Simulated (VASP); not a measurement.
**Mo: single point with PBEsol**

System: Mo, a slab with vacuum.

```
Mo
1.0
    -1.57100    1.57100   -1.57100
    -1.57100   -1.57100    1.57100
     0.00000   10.52664   10.52664
Mo
4
Direct
  0.00000 0.00000 0.52234
  0.50000 0.50000 0.07462
  0.00000 0.00000 0.22386
  0.50000 0.50000 0.37310
```

This cell differs from its parent crystal: the distance across one plane changed.

```yaml
Program: VASP 6.6.1
Task: single point
Functional: PBEsol
Potentials_or_basis: VASP PAW PBE potentials, release 64 (Mo_sv)
Cutoff: 520 eV
k_mesh: 18 × 18 × 6
Occupations: gaussian, width 0.15 eV
Spin: no spin polarisation
Dipole_correction: no
Further_INCAR_settings: ALGO = Fast; EDIFF = 1e-06; NBANDS = 36
```

```
Largest force          : 0.765 eV/Å
Band gap on the k mesh : zero (bands 28 and 29 overlap by 1.94 eV)
```

Forces on the atoms (eV/Å):
```
Mo   0.000 -0.541 -0.541
Mo   0.000  0.541  0.541
Mo   0.000 -0.427 -0.427
Mo   0.000  0.427  0.427
```

Levels at points of the mesh, in eV from the Fermi level:
| k point | band 26 | band 27 | band 28 | band 29 | band 30 | band 31 |
| --- | --- | --- | --- | --- | --- | --- |
| (0.00, 0.00, 0.00) | -1.44 | -1.24 | -0.93 | 0.10 | 0.49 | 1.04 |
| (0.50, 0.00, 0.00) | -0.90 | 1.01 | 1.01 | 1.54 | 1.54 | 1.72 |
| (0.50, 0.50, 0.00) | 0.47 | 0.49 | 0.74 | 0.99 | 1.39 | 2.69 |
| (0.00, 0.00, 0.50) | -1.44 | -1.21 | -0.93 | 0.03 | 0.49 | 1.11 |
| (0.50, 0.00, 0.50) | -0.90 | 1.01 | 1.01 | 1.54 | 1.54 | 1.72 |
| (0.50, 0.50, 0.50) | 0.47 | 0.49 | 0.74 | 0.99 | 1.39 | 2.69 |

It took 12 min on 1 thread of Intel(R) Xeon(R) 6975P-C (Granite Rapids) (shared host), peak memory 0.92 GiB.

Caveat: the cell differs from its parent crystal (the distance across one plane changed); there is no dipole correction, which matters where the two faces differ; the PAW data sets were made with another functional, which shifts forces and pressure a little.
